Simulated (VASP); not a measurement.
# Al (I4/mmm) in VASP: further runs

Al is run at these levels: PBEsol; tasks: single point.

Everything below comes from runs of VASP 6.6.1. Logs are shortened: lines on timing, memory, paths and dates and some standing lists are left out, and cuts for length are marked.

## 1. The cell of the first run

Symmetry: I4/mmm, No. 139, tetragonal system. The conventional cell has a = 2.719 Å, b = 2.719 Å, c = 4.250 Å, α = 90.00°, β = 90.00°, γ = 90.00°. Within 3.6 Å of Al (site symmetry 4/mmm) lie 12 Al at 2.72 to 2.87 Å.

## 2. Single point, PBEsol (strain -0.050 along x and y, +0.050 along z)

The input, INCAR:

```
ALGO = Normal ; EDIFF = 1E-6
ENCUT = 520 ; GGA = PS
ISIF = 2 ; ISMEAR = 0
LASPH = T ; LCHARG = T
LELF = T ; LREAL = F
LVHAR = T ; LWAVE = F
NBANDS = 8 ; NELM = 100
PREC = Accurate ; SIGMA = 0.15
```

The input, KPOINTS:

```
k-points
0
Gamma
  20 20 20
```

The input, POSCAR:

```
Al
1.0
    0.0000000000      1.9227810000      2.1251790000
    1.9227810000      0.0000000000      2.1251790000
    1.9227810000      1.9227810000      0.0000000000
Al
1
Direct
    0.0000000000      0.0000000000      0.0000000000
```

Potentials or basis: VASP PAW PBE potentials, release 64 (Al).

Run with:

```sh
$ cat potpaw_PBE.64/Al/POTCAR > POTCAR
$ mpirun -np 1 vasp_std > vasp.out
```

OUTCAR:

```text
EDIFF = 1E-6
   ENCUT = 520
   GGA = PS
   ISIF = 2
   ISMEAR = 0
   LASPH = T
   LREAL = F
   NELM = 100
   PREC = Accurate

 ion  position               nearest neighbor table
   1  0.000  0.000  0.000-

  LATTYP: Found a body centered tetragonal cell.
 ALAT       =     2.7192229677
 C/A-ratio  =     1.5630781479

  Lattice vectors:

 A1 = (  -1.9227810000,   0.0000000000,   2.1251790000)
 A2 = (   1.9227810000,   0.0000000000,   2.1251790000)
 A3 = (   0.0000000000,   1.9227810000,  -2.1251790000)

Analysis of symmetry for initial positions (statically):
=====================================================================
 Subroutine PRICEL returns:
 Original cell was already a primitive cell.

 Routine SETGRP: Setting up the symmetry group for a
 body centered tetragonal supercell.

 Subroutine GETGRP returns: Found 16 space group operations
 (whereof 16 operations were pure point group operations)
 out of a pool of 16 trial point group operations.

The static configuration has the point symmetry D_4h.

Analysis of symmetry for dynamics (positions and initial velocities):
=====================================================================
 Subroutine PRICEL returns:
 Original cell was already a primitive cell.

 Routine SETGRP: Setting up the symmetry group for a
 body centered tetragonal supercell.

 Subroutine GETGRP returns: Found 16 space group operations
 (whereof 16 operations were pure point group operations)
 out of a pool of 16 trial point group operations.

The dynamic configuration has the point symmetry D_4h.

 Subroutine INISYM returns: Found 16 space group operations
 (whereof 16 operations are pure point group operations),
 and found     1 'primitive' translations

----------------------------------------------------------------------------------------

                                     Primitive cell

  volume of cell :      15.7139

  direct lattice vectors                    reciprocal lattice vectors
     0.000000000  1.922781000  2.125179000    -0.260040015  0.260040015  0.235274299
     1.922781000  0.000000000  2.125179000     0.260040015 -0.260040015  0.235274299
     1.922781000  1.922781000  0.000000000     0.260040015  0.260040015 -0.235274299

  length of vectors
     2.865915658  2.865915658  2.719222968     0.436572577  0.436572577  0.436572577

  position of ions in fractional coordinates (direct lattice)
     0.000000000  0.000000000  0.000000000

  ion indices of the primitive-cell ions
   primitive index   ion index
[... 65 lines left out ...]
   ISTART =      0    job   : 0-new  1-cont  2-samecut
   ICHARG =      2    charge: 1-file 2-atom 10-const
   ISPIN  =      1    spin polarized calculation?
   LNONCOLLINEAR =      F non collinear calculations
   LSORBIT =      F    spin-orbit coupling
   LASPH  =      T    aspherical Exc in radial PAW
   ENCUT  =  520.0 eV  38.22 Ry    6.18 a.u.   5.33  5.33  5.06*2*pi/ulx,y,z
   NELM   =    100;   NELMIN=  2; NELMDL= -5     # of ELM steps
   EDIFF  = 0.1E-05   stopping-criterion for ELM
   LREAL  =      F    real-space projection
[... 7 lines left out ...]
   TEBEG  =    0.0;   TEEND  =   0.0 temperature during run
   PSTRESS=    0.0 pullay stress
   NELECT =       3.0000    total number of electrons
   NUPDOWN=      -1.0000    fix difference up-down
   EMIN   =  10.00;   EMAX   =-10.00  energy-range for DOS
   EFERMI =   0.00;   METHOD = LEGACY
   ISMEAR =     0;   SIGMA  =   0.15  broadening in eV -4-tet -1-fermi 0-gaus
   EFERMI_NEDOS =   21; number of points for ismear=-14 and -15
   IALGO  =     38    algorithm
   IMIX   =      4    mixing-type and parameters
     AMIX     =   0.40;   BMIX     =  1.00
     AMIX_MAG =   1.60;   BMIX_MAG =  1.00
  volume/ion in A,a.u.               =      15.71       106.04
  Fermi-wavevector in a.u.,A,eV,Ry     =   0.942657  1.781363 12.090158  0.888602
  Thomas-Fermi vector in A             =   2.070288
   LORBIT       =      0    0 simple, 1 ext, 2 COOP (PROOUT), +10 PAW based schemes
   GGA     = PS    functional components
   LHFCALC =     F    Hartree Fock is set to
   AEXX    =    0.0000 exact exchange contribution
   IVDW    =     0    specifies the selected vdW correction
   LEPSILON=     F    determine dielectric tensor
   LRPA    =     F    only Hartree local field effects (RPA)
 non-spin polarized calculation
 Gauss-broadening in eV      SIGMA  =   0.15
  energy-cutoff  :      520.00
  volume of cell :       15.71
 maximum number of plane-waves:       436
 NGX is ok and might be reduce to    24
   NGX = 11   NGY = 11   NGZ = 11

 number of electron       3.0000000 magnetization

 Free energy of the ion-electron system (eV)
  ---------------------------------------------------
  ext. energy  EPLUGINS =         0.00000000
  ---------------------------------------------------
  free energy    TOTEN  =        -4.06646127 eV

  energy without entropy =       -4.06162359  energy(sigma->0) =       -4.06404243

 E-fermi :   8.4302     XC(G=0): -10.4356

 val. band max:        8.4294224175   @ k =  -0.3000   0.4500   0.2000
 cond. band min:       8.4337653269   @ k =  -0.2000   0.5000   0.3000
 fundamental gap:      0.0043429094
 Fermi energy:         8.4302348617

 k-point     1 :       0.0000    0.0000    0.0000
  band No.  band energies     occupation
      1      -3.0034      2.00000
      2      20.6836      0.00000
      3      21.8505      0.00000
      4      21.8505      0.00000
      5      23.1784      0.00000
      6      23.1784      0.00000
      7      23.4035      0.00000
      8      25.4695      0.00000
[... 243 lines left out ...]
 k-point    24 :      -0.3500    0.0500    0.0000
  band No.  band energies     occupation
      1       0.8782      2.00000
      2       7.8124      2.00000
      3      16.7630      0.00000
      4      21.3339      0.00000
      5      21.6481      0.00000
      6      22.3275      0.00000
      7      24.4893      0.00000
      8      25.8834      0.00000

 [... further k-points ...]
[... 5 lines left out ...]
  --------------------------------------------------------------------------------------
  -------------------------------------------------------------------------------------
  Total        0.6078828      0.6078828     -0.1840223      0.0000000      0.0000000      0.0000000
  in kB       61.9791033     61.9791033    -18.7627227      0.0000000      0.0000000      0.0000000
  external PRESSURE =      35.0651613 kB  Pullay stress =       0.0000000 kB

 VOLUME and BASIS-vectors are now :
 -----------------------------------------------------------------------------
  energy-cutoff  :      520.00
  volume of cell :       15.71
      direct lattice vectors                 reciprocal lattice vectors
     0.000000000  1.922781000  2.125179000    -0.260040015  0.260040015  0.235274299
     1.922781000  0.000000000  2.125179000     0.260040015 -0.260040015  0.235274299
     1.922781000  1.922781000  0.000000000     0.260040015  0.260040015 -0.235274299

 POSITION                                       TOTAL-FORCE (eV/Angst)
 -----------------------------------------------------------------------------------
      0.00000      0.00000      0.00000        -0.000000      0.000000      0.000000
 -----------------------------------------------------------------------------------
    total drift:                               -0.000000      0.000000     -0.000000

  FREE ENERGIE OF THE ION-ELECTRON SYSTEM (eV)
  ---------------------------------------------------
  free  energy   TOTEN  =        -4.0664612719 eV

  energy  without entropy=       -4.0616235949  energy(sigma->0) =       -4.06404243
```

Wall time 31 s (1 thread of AMD EPYC 9R45 (Zen 5), shared host); peak memory 0.15 GiB.

What came out:

```yaml
Free_energy: -4.0665 eV
Pressure: 3.5 GPa
```

Stress tensor (GPa, compression positive):
```
 6.20  0.00  0.00
 0.00  6.20  0.00
 0.00  0.00 -1.88
```

Levels at points of the mesh, in eV from the Fermi level:
```
           k point  band 1  band 2  band 3  band 4  band 5
(0.00, 0.00, 0.00)  -11.43   12.25   13.42   13.42   14.75
(0.50, 0.00, 0.00)   -4.73   -4.37   10.26   10.34   12.91
(0.50, 0.50, 0.00)   -3.90   -2.94    6.12    7.17    7.17
(0.50, 0.00, 0.50)   -2.47   -0.88    4.96    5.03    5.68
```

Caveat: the cell differs from its parent crystal (strain -0.050 along x and y, +0.050 along z); the PAW data sets were made with another functional, which shifts forces and pressure a little.

[end of part 1 of 2]
